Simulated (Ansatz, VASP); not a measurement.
**One calculation of Ti, two programs**

```xyz
2
Lattice="2.9795 0.0000 0.0000 -1.4897 2.5803 0.0000 0.0000 0.0000 4.6860" Properties=species:S:1:pos:R:3 pbc="T T T"
Ti    0.0000    1.7202    1.1715
Ti    1.4897    0.8601    3.5145
```

Change from the starting cell: equal xx and yy strain of +1 %, crystal datasets.

Alike in both runs: task electric field gradients; functional PBE; k mesh 13 × 13 × 7; occupations fermi-dirac, width 0.08 eV; no spin polarisation.

|  | VASP | Ansatz |
| --- | --- | --- |
| version | VASP 6.6.1 | Ansatz 0.2.0 |
| potentials or method | VASP PAW PBE potentials, release 64 (Ti_sv), cutoff 520 eV | all-electron PAW with datasets made for the crystal, scalar-relativistic |

|  | VASP | Ansatz | Ansatz less VASP |
| --- | --- | --- | --- |
| pressure (GPa) | -3.8 | -3.6 | +0.21 |
| traceless stress, the component that is largest in VASP (GPa) | 0.41 | 0.42 | +0.009 |
| size of Vzz on the site where it differs most (V/Å²) | 17.4 | 18.9 | +1.51 |

Ansatz ran all-electron here, and VASP with PAW potentials.
